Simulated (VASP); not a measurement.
Set up this calculation in VASP 6.6.1, as the native input.

```yaml
Task: single point
Functional: PBE
Potentials_or_basis: VASP PAW PBE potentials, release 64 (Mo_sv, S)
Cutoff: 500 eV
k_mesh: 9 × 9 × 4
Occupations: fermi-dirac, width 0.05 eV
Spin: no spin polarisation
Dipole_correction: no
Further_INCAR_settings: ALGO = Normal; EDIFF = 1e-06; NBANDS = 20
```

The structure of MoS2 lies in POSCAR:

```
MoS2
1.0
    3.1923096272      0.0000000000      0.0000000000
   -1.5961548136      2.7646212339      0.0000000000
    0.0000000000      0.0000000000      6.9485681980
Mo S
1 2
Direct
    0.0000000000      0.0000000000      0.5000000000
    0.6666666667      0.3333333333      0.7278924139
    0.3333333333      0.6666666667      0.2721075861
```

One way to write it, as run:

INCAR

```
SYSTEM = MoS2
PREC = Accurate
ENCUT = 500
EDIFF = 1E-6
ISMEAR = -1
SIGMA = 0.05
LREAL = .False.
LASPH = .True.
NELM = 120
ALGO = Normal
ISIF = 2
LWAVE = .False.
LCHARG = .True.
GGA = PE
LELF = .True.
LVHAR = .True.
NBANDS = 20
GGA_COMPAT = .False.
```

KPOINTS

```
Automatic mesh
0
Gamma
  9 9 4
  0 0 0
```

Potentials or basis: VASP PAW PBE potentials, release 64 (Mo_sv, S).

Command:

```console
$ cat potpaw_PBE.64/Mo_sv/POTCAR potpaw_PBE.64/S/POTCAR > POTCAR
$ mpirun -np 1 vasp_std > vasp.out
```

It gave:

```json
{"Pressure": "-0.1 GPa", "Largest force": "0.005 eV/Å", "Band gap on the k mesh": "zero (band 13 reaches 6.68 eV, above the bottom of band 14 at 5.85 eV)"}
```

Caveat: this functional lacks dispersion, which binds the layers, so the pressure and a relaxed spacing across them are unreliable.

Run time: 75 s on 1 thread of Intel Xeon 8259CL (shared host), peak memory 0.2 GiB.
